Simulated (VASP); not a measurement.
# TiB2 (Fm-3m) in VASP: a series of runs

Runs on TiB2. Level: PBE. Tasks: single point.

Program: VASP 6.6.1. These are calculated values, not measurements. Logs are shortened: lines on timing, memory, paths and dates and some standing lists are left out, and cuts for length are marked.

**1. The cell of the first run**

It takes space group Fm-3m (No. 225, cubic). Conventional cell: a = 4.914 Å, b = 4.914 Å, c = 4.914 Å, α = 90.00°, β = 90.00°, γ = 90.00°. Ti (site symmetry m-3m) has 8 B at 2.13 Å within 2.8 Å. Within 2.8 Å of B (site symmetry -43m) lie 4 Ti at 2.13 Å and 6 B at 2.46 Å.

**2. Single point, PBE**

The input, INCAR:

```
ALGO     = Normal         # electronic algorithm
EDIFF    = 1E-6           # SCF threshold, eV
ENCUT    = 500            # plane-wave cutoff, eV
GGA      = PE             # functional
GGA_COMPAT= False        
ISIF     = 2              # what is computed and relaxed
ISMEAR   = 1              # smearing method
LASPH    = True           # aspherical terms in the spheres
LCHARG   = False          # write CHGCAR
LREAL    = False          # projectors in reciprocal space
LWAVE    = False          # write WAVECAR
NBANDS   = 16             # bands
NELM     = 120            # most SCF steps
PREC     = Accurate       # precision mode
SIGMA    = 0.05           # smearing width, eV
```

The input, KPOINTS:

```
k-points
0
Gamma
  8 8 8
```

The input, POSCAR:

```
TiB2
1.0
    0.0000000000      2.4568078947      2.4568078947
    2.4568078947      0.0000000000      2.4568078947
    2.4568078947      2.4568078947      0.0000000000
Ti B
1 2
Direct
    0.0000000000      0.0000000000      0.0000000000
    0.2500000000      0.2500000000      0.2500000000
    0.7500000000      0.7500000000      0.7500000000
```

Potentials or basis: VASP PAW PBE potentials, release 64 (Ti_sv, B).

The run is started by

```console
$ cat potpaw_PBE.64/Ti_sv/POTCAR potpaw_PBE.64/B/POTCAR > POTCAR
$ mpirun -np 1 vasp_std > vasp.out
```

OUTCAR:

```text
EDIFF = 1E-6
   ENCUT = 500
   GGA = PE
   ISIF = 2
   ISMEAR = 1
   LASPH = True
   LREAL = False
   NELM = 120
   PREC = Accurate

 ion  position               nearest neighbor table
   1  0.000  0.000  0.000-   3 2.13   3 2.13   3 2.13   2 2.13   3 2.13   2 2.13   2 2.13   2 2.13

   2  0.250  0.250  0.250-   1 2.13   1 2.13   1 2.13   1 2.13
   3  0.750  0.750  0.750-   1 2.13   1 2.13   1 2.13   1 2.13

  LATTYP: Found a face centered cubic cell.
 ALAT       =     4.9136157894

  Lattice vectors:

 A1 = (   0.0000000000,   2.4568078947,   2.4568078947)
 A2 = (   2.4568078947,   0.0000000000,   2.4568078947)
 A3 = (   2.4568078947,   2.4568078947,   0.0000000000)

Analysis of symmetry for initial positions (statically):
=====================================================================
 Subroutine PRICEL returns:
 Original cell was already a primitive cell.

 Routine SETGRP: Setting up the symmetry group for a
 face centered cubic supercell.

 Subroutine GETGRP returns: Found 48 space group operations
 (whereof 48 operations were pure point group operations)
 out of a pool of 48 trial point group operations.

The static configuration has the point symmetry O_h .

Analysis of symmetry for dynamics (positions and initial velocities):
=====================================================================
 Subroutine PRICEL returns:
 Original cell was already a primitive cell.

 Routine SETGRP: Setting up the symmetry group for a
 face centered cubic supercell.

 Subroutine GETGRP returns: Found 48 space group operations
 (whereof 48 operations were pure point group operations)
 out of a pool of 48 trial point group operations.

The dynamic configuration has the point symmetry O_h .

 Subroutine INISYM returns: Found 48 space group operations
 (whereof 48 operations are pure point group operations),
 and found     1 'primitive' translations

----------------------------------------------------------------------------------------

                                     Primitive cell

  volume of cell :      29.6581

  direct lattice vectors                    reciprocal lattice vectors
     0.000000000  2.456807895  2.456807895    -0.203516116  0.203516116  0.203516116
     2.456807895  0.000000000  2.456807895     0.203516116 -0.203516116  0.203516116
     2.456807895  2.456807895  0.000000000     0.203516116  0.203516116 -0.203516116

  length of vectors
     3.474451045  3.474451045  3.474451045     0.352500253  0.352500253  0.352500253

  position of ions in fractional coordinates (direct lattice)
     0.000000000  0.000000000  0.000000000
     0.250000000  0.250000000  0.250000000
     0.750000000  0.750000000  0.750000000

  ion indices of the primitive-cell ions
   primitive index   ion index
                 1           1
                 2           2
                 3           3

----------------------------------------------------------------------------------------

 KPOINTS: k-points

Automatic generation of k-mesh.
 Grid dimensions read from file:
 generate k-points for:    8    8    8

 Generating k-lattice:

  Cartesian coordinates                     Fractional coordinates (reciprocal lattice)
    -0.025439514  0.025439514  0.025439514     0.125000000  0.000000000  0.000000000
     0.025439514 -0.025439514  0.025439514     0.000000000  0.125000000  0.000000000
     0.025439514  0.025439514 -0.025439514     0.000000000  0.000000000  0.125000000

  Length of vectors
     0.044062532  0.044062532  0.044062532

  Shift w.r.t. Gamma in fractional coordinates (k-lattice)
     0.000000000  0.000000000  0.000000000

 Subroutine IBZKPT returns following result:
 ===========================================

 Found     29 irreducible k-points:

 Following reciprocal coordinates:
            Coordinates               Weight
  0.000000  0.000000  0.000000      1.000000
  0.125000  0.000000  0.000000      8.000000
  0.250000  0.000000  0.000000      8.000000
  0.375000  0.000000  0.000000      8.000000
  0.500000  0.000000  0.000000      4.000000
  0.125000  0.125000  0.000000      6.000000
[... 16 lines left out ...]
  0.500000  0.250000  0.125000     48.000000
 -0.375000  0.250000  0.125000     24.000000
 [... further k-points ...]
   k-points           NKPTS =     29   k-points in BZ     NKDIM =     29   number of bands    NBANDS=     16
   number of dos      NEDOS =    301   number of ions     NIONS =      3
   total plane-waves  NPLWV =  21952
   dimension x,y,z NGX =    28 NGY =   28 NGZ =   28
   dimension x,y,z NGXF=    56 NGYF=   56 NGZF=   56
   ions per type =               1   2
   NGX,Y,Z   is equivalent  to a cutoff of  13.40, 13.40, 13.40 a.u.
   NGXF,Y,Z  is equivalent  to a cutoff of  26.79, 26.79, 26.79 a.u.
 SYSTEM =  unknown system
   PREC   = accura    normal or accurate (medium, high low for compatibility)
   ISTART =      0    job   : 0-new  1-cont  2-samecut
   ICHARG =      2    charge: 1-file 2-atom 10-const
   ISPIN  =      1    spin polarized calculation?
   LNONCOLLINEAR =      F non collinear calculations
   LSORBIT =      F    spin-orbit coupling
   LASPH  =      T    aspherical Exc in radial PAW
   ENCUT  =  500.0 eV  36.75 Ry    6.06 a.u.   6.33  6.33  6.33*2*pi/ulx,y,z
   NELM   =    120;   NELMIN=  2; NELMDL= -5     # of ELM steps
   EDIFF  = 0.1E-05   stopping-criterion for ELM
   LREAL  =      F    real-space projection
   EDIFFG = 0.1E-04   stopping-criterion for IOM
   NSW    =      0    number of steps for IOM
   IBRION =     -1    ionic relax: 0-MD 1-quasi-New 2-CG
   NFREE  =      0    steps in history (QN), initial steepest desc. (CG)
   ISIF   =      2    stress and relaxation
   ISYM   =      2    0-nonsym 1-usesym 2-fastsym
   POTIM  = 0.5000    time-step for ionic-motion
   TEBEG  =    0.0;   TEEND  =   0.0 temperature during run
   PSTRESS=    0.0 pullay stress
   NELECT =      18.0000    total number of electrons
   NUPDOWN=      -1.0000    fix difference up-down
   EMIN   =  10.00;   EMAX   =-10.00  energy-range for DOS
   EFERMI =   0.00;   METHOD = LEGACY
   ISMEAR =     1;   SIGMA  =   0.05  broadening in eV -4-tet -1-fermi 0-gaus
   EFERMI_NEDOS =   21; number of points for ismear=-14 and -15
   IALGO  =     38    algorithm
   IMIX   =      4    mixing-type and parameters
     AMIX     =   0.40;   BMIX     =  1.00
     AMIX_MAG =   1.60;   BMIX_MAG =  1.00
  volume/ion in A,a.u.               =       9.89        66.71
  Fermi-wavevector in a.u.,A,eV,Ry     =   1.386068  2.619288 26.139294  1.921184
  Thomas-Fermi vector in A             =   2.510419
   LORBIT       =      0    0 simple, 1 ext, 2 COOP (PROOUT), +10 PAW based schemes
   GGA     = PE    functional components
   LHFCALC =     F    Hartree Fock is set to
   AEXX    =    0.0000 exact exchange contribution
   IVDW    =     0    specifies the selected vdW correction
   LEPSILON=     F    determine dielectric tensor
   LRPA    =     F    only Hartree local field effects (RPA)
 non-spin polarized calculation
 Methfessel and Paxton  Order N= 1 SIGMA  =   0.05
  energy-cutoff  :      500.00
  volume of cell :       29.66
 maximum number of plane-waves:       769
 NGX is ok and might be reduce to    28
   NGX = 13   NGY = 13   NGZ = 13

 number of electron      17.9999999 magnetization

 Free energy of the ion-electron system (eV)
  ---------------------------------------------------
  ext. energy  EPLUGINS =         0.00000000
  ---------------------------------------------------
  free energy    TOTEN  =       -19.08095596 eV

  energy without entropy =      -19.08070941  energy(sigma->0) =      -19.08087378

 E-fermi :   7.8275     XC(G=0): -11.9700

 val. band max:        7.7744439757   @ k =  -0.3750   0.3750   0.0000
 cond. band min:       7.8472037042   @ k =  -0.3750   0.1250   0.0000
 fundamental gap:      0.0727597284
 Fermi energy:         7.8275355087

 k-point     1 :       0.0000    0.0000    0.0000
  band No.  band energies     occupation
      1     -48.4530      2.00000
      2     -24.7542      2.00000
      3     -24.7542      2.00000
      4     -24.7542      2.00000
      5      -3.5023      2.00000
      6       4.0123      2.00000
[... 8 lines left out ...]
     15      16.5182      0.00000
     16      16.5182      0.00000

 k-point     2 :       0.1250    0.0000    0.0000
  band No.  band energies     occupation
      1     -48.4505      2.00000
      2     -24.7828      2.00000
      3     -24.7587      2.00000
      4     -24.7587      2.00000
      5      -3.2183      2.00000
      6       3.5733      2.00000
[... 8 lines left out ...]
     15      14.9892      0.00000
     16      16.0392      0.00000

 k-point     3 :       0.2500    0.0000    0.0000
  band No.  band energies     occupation
      1     -48.4444      2.00000
      2     -24.8513      2.00000
      3     -24.7697      2.00000
      4     -24.7697      2.00000
      5      -2.4180      2.00000
      6       2.6484      2.00000
[... 8 lines left out ...]
     15      14.3230      0.00000
     16      15.9198      0.00000

 k-point     4 :       0.3750    0.0000    0.0000
  band No.  band energies     occupation
      1     -48.4384      2.00000
      2     -24.9188      2.00000
      3     -24.7807      2.00000
      4     -24.7807      2.00000
      5      -1.2763      2.00000
      6       1.6132      2.00000
[... 8 lines left out ...]
     15      15.4634      0.00000
     16      16.2460      0.00000
[... 324 lines left out ...]
 k-point    22 :       0.3750    0.2500    0.1250
  band No.  band energies     occupation
      1     -48.4399      2.00000
      2     -24.8683      2.00000
      3     -24.8061      2.00000
      4     -24.7829      2.00000
      5      -1.7203      2.00000
      6       2.5055      2.00000
[... 8 lines left out ...]
     15      14.8538      0.00000
     16      15.9925      0.00000

 k-point    23 :       0.5000    0.2500    0.1250
  band No.  band energies     occupation
      1     -48.4350      2.00000
      2     -24.9056      2.00000
      3     -24.8278      2.00000
      4     -24.7954      2.00000
      5      -0.5944      2.00000
      6       1.8424      2.00000
[... 8 lines left out ...]
     15      15.3295      0.00000
     16      16.1862      0.00000

 k-point    24 :      -0.3750    0.2500    0.1250
  band No.  band energies     occupation
      1     -48.4330      2.00000
      2     -24.9218      2.00000
      3     -24.8345      2.00000
      4     -24.8021      2.00000
      5       0.3459      2.00000
      6       1.1286      2.00000
[... 8 lines left out ...]
     15      15.9689      0.00000
     16      16.0294      0.00000

 [... further k-points ...]

------------------------ aborting loop because EDIFF is reached ----------------------------------------

  FORCE on cell =-STRESS in cart. coord.  units (eV):
  Direction    XX          YY          ZZ          XY          YZ          ZX
  --------------------------------------------------------------------------------------
  -------------------------------------------------------------------------------------
  Total        3.6501302      3.6501302      3.6501302      0.0000000      0.0000000     -0.0000000
  in kB      197.1856686    197.1856686    197.1856686      0.0000000      0.0000000     -0.0000000
  external PRESSURE =     197.1856686 kB  Pullay stress =       0.0000000 kB

 VOLUME and BASIS-vectors are now :
 -----------------------------------------------------------------------------
  energy-cutoff  :      500.00
  volume of cell :       29.66
      direct lattice vectors                 reciprocal lattice vectors
     0.000000000  2.456807895  2.456807895    -0.203516116  0.203516116  0.203516116
     2.456807895  0.000000000  2.456807895     0.203516116 -0.203516116  0.203516116
     2.456807895  2.456807895  0.000000000     0.203516116  0.203516116 -0.203516116

 POSITION                                       TOTAL-FORCE (eV/Angst)
 -----------------------------------------------------------------------------------
      0.00000      0.00000      0.00000        -0.000000     -0.000000      0.000000
      1.22840      1.22840      1.22840         0.000000      0.000000      0.000000
      3.68521      3.68521      3.68521        -0.000000     -0.000000     -0.000000
 -----------------------------------------------------------------------------------
    total drift:                               -0.000000     -0.000000      0.000000

  FREE ENERGIE OF THE ION-ELECTRON SYSTEM (eV)
  ---------------------------------------------------
  free  energy   TOTEN  =       -19.0809559598 eV

  energy  without entropy=      -19.0807094144  energy(sigma->0) =      -19.08087378
```

It took 15 s on 1 thread of Intel Xeon Platinum 8488C (Sapphire Rapids), shared host; peak memory 0.16 GiB.

What came out:

```
Free energy            : -19.0810 eV
Pressure               : 19.7 GPa
Band gap on the k mesh : zero (bands 9 and 10 overlap by 1.74 eV)
```

Levels at points of the mesh, in eV from the Fermi level:
```csv
k point,band 7,band 8,band 9,band 10,band 11,band 12
"(0.00, 0.00, 0.00)",-3.82,-3.82,1.32,1.32,1.70,5.47
"(0.50, 0.00, 0.00)",-2.81,-2.81,0.98,1.75,1.75,1.89
"(0.50, 0.50, 0.00)",-5.74,-1.79,-1.79,0.74,0.74,2.36
```

Caveat: the cell stands under pressure.

**3. Single point, PBE**

This run uses another cell than the first one, of 10.38 Å³/atom.

The input, INCAR:

```
SYSTEM = TiB2
PREC = Accurate
ENCUT = 500
EDIFF = 1E-6
ISMEAR = 1
SIGMA = 0.05
LREAL = .FALSE.
LASPH = .TRUE.
NELM = 120
ALGO = Normal
ISIF = 2
LWAVE = .FALSE.
LCHARG = .TRUE.
GGA = PE
LELF = .TRUE.
LVHAR = .TRUE.
NBANDS = 16
GGA_COMPAT = .FALSE.
```

The input, KPOINTS:

```
regular mesh
0
G
  8 8 8
  0 0 0
```

The input, POSCAR:

```
TiB2
1.0
    0.0000000000      2.4970963434      2.4970963434
    2.4970963434      0.0000000000      2.4970963434
    2.4970963434      2.4970963434      0.0000000000
Ti B
1 2
Direct
    0.0000000000      0.0000000000      0.0000000000
    0.2500000000      0.2500000000      0.2500000000
    0.7500000000      0.7500000000      0.7500000000
```

Potentials or basis: VASP PAW PBE potentials, release 64 (Ti_sv, B).

The run is started by

```console
$ cat potpaw_PBE.64/Ti_sv/POTCAR potpaw_PBE.64/B/POTCAR > POTCAR
$ mpirun -np 1 vasp_std > vasp.out
```

It took 20 s on 1 thread of Intel Xeon Platinum 8488C (Sapphire Rapids), shared host; peak memory 0.16 GiB.

Results (log left out):

```yaml
Free_energy: -19.2170 eV
Pressure: 9.8 GPa
Band_gap_on_the_k_mesh: zero (bands 9 and 10 overlap by 1.69 eV)
```

Levels at points of the mesh, in eV from the Fermi level:
```
           k point  band 5  band 6  band 7  band 8  band 9  band 10  band 11  band 12  band 13  band 14
(0.00, 0.00, 0.00)  -11.09   -3.63   -3.63   -3.63    1.27     1.27     1.32     5.27     5.27     5.27
(0.50, 0.00, 0.00)   -8.08   -6.91   -2.65   -2.65    0.86     1.64     1.64     1.80     1.80     3.36
(0.50, 0.50, 0.00)   -6.42   -5.79   -5.63   -1.77   -1.77     0.69     0.69     2.23     2.45     7.23
```

Caveat: the cell stands under pressure.

[end of part 1 of 2]
